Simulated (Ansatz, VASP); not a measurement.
# Al2Au in VASP and in Ansatz

```
CELL_PARAMETERS angstrom
0.00000 3.03948 3.03948
3.03948 0.00000 3.03948
3.03948 3.03948 0.00000
ATOMIC_POSITIONS crystal
Al 0.25000 0.25000 0.25000
Al 0.75000 0.75000 0.75000
Au 0.00000 0.00000 0.00000
```

Change from the starting cell: volume scaled by 1.04.

Alike in both runs: task single point; functional LDA; k mesh 11 × 11 × 11; occupations fermi-dirac, width 0.05 eV; no spin polarisation.

|  | VASP | Ansatz |
| --- | --- | --- |
| version | VASP 6.6.1 | Ansatz 0.2.0 |
| potentials or method | VASP PAW LDA potentials, release 64 (Al, Au), cutoff 520 eV | all-electron LAPW, scalar-relativistic |

|  | VASP | Ansatz | Ansatz less VASP |
| --- | --- | --- | --- |
| pressure (GPa) | -6.2 | -6.4 | -0.16 |

LDA's correlation is that of Perdew and Zunger in VASP and of Perdew and Wang (1992) in Ansatz. Ansatz ran all-electron here, and VASP with PAW potentials.

Neither program's run includes spin-orbit coupling.
